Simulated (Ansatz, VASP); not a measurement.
**ZnS in VASP and in Ansatz**

The input INCAR:

```
ALGO = Normal
EDIFF = 1E-6
ENCUT = 520
GGA = PS
ISIF = 2
ISMEAR = 0
LASPH = True
LCHARG = False
LREAL = False
LWAVE = False
NBANDS = 46
NELM = 100
PREC = Accurate
SIGMA = 0.05
```

Contents of KPOINTS:

```
k-points
0
Gamma
  7 7 3
```

Contents of POSCAR:

```
ZnS
1.0
   -2.7046500000     -2.7046500000      0.0000000000
    2.7046500000     -2.7046500000      0.0000000000
    0.0000000000      0.0000000000     10.6686000000
Zn S
4 4
Direct
    0.0000000000      0.0000000000      0.9506812047
    0.5000000000      0.5000000000      0.1901362409
    0.0000000000      0.0000000000      0.4436512288
    0.5000000000      0.5000000000      0.6971662167
    0.5000000000      0.0000000000      0.3168937349
    0.0000000000      0.5000000000      0.5704087228
    0.5000000000      0.0000000000      0.8239237107
    0.0000000000      0.5000000000      0.0633787470
```

Input for Ansatz:

```yaml
crystal:
  lattice:
    - [-2.70465, -2.70465, 0.0]
    - [2.70465, -2.70465, 0.0]
    - [0.0, 0.0, 10.6686]
  atoms:
    - { symbol: Zn, position: [0.0, 0.0, 0.9506812047] }
    - { symbol: Zn, position: [0.5, 0.5, 0.1901362409] }
    - { symbol: Zn, position: [0.0, 0.0, 0.4436512288] }
    - { symbol: Zn, position: [0.5, 0.5, 0.6971662167] }
    - { symbol: S, position: [0.5, 0.0, 0.3168937349] }
    - { symbol: S, position: [0.0, 0.5, 0.5704087228] }
    - { symbol: S, position: [0.5, 0.0, 0.8239237107] }
    - { symbol: S, position: [0.0, 0.5, 0.063378747] }
basis:
  ecutwfc: 420
kpoints:
  mp_grid: { grid: [7, 7, 3] }
hamiltonian:
  xc: pbesol
scf:
  occupations: { method: gaussian, width: 0.05 }
output:
  forces: true
  stress: true
  eigenvalues: true
```

Alike in both runs: task single point; functional PBEsol; k mesh 7 × 7 × 3; occupations gaussian, width 0.05 eV; no spin polarisation.

|  | VASP | Ansatz |
| --- | --- | --- |
| version | VASP 6.6.1 | Ansatz 0.2.0 |
| potentials or method | VASP PAW PBE potentials, release 64 (Zn, S), cutoff 520 eV | scalar-relativistic, plane waves, PAW |
| valence electrons in the cell | 72 | 72 |

Ansatz gave:

```
gap on the k mesh at the Fermi level (eV)                     : 1.98
least direct gap on the mesh (eV)                             : 1.98
pressure (GPa)                                                : -1.1
traceless stress, the component that is largest in VASP (GPa) : -0.53
rms of the force components (eV/Å)                            : 0.215
```

What did VASP give for the same quantities?

gap on the k mesh at the Fermi level (eV): 1.98; least direct gap on the mesh (eV): 1.98; pressure (GPa): -0.9; traceless stress, the component that is largest in VASP (GPa): -0.54; rms of the force components (eV/Å): 0.216.

VASP's potentials were made for PBE, not for PBEsol. Atom by atom the forces differ by 0.002 eV/Å (rms over components). The functional is the same, so the differences come from potentials, cutoffs and numerics.
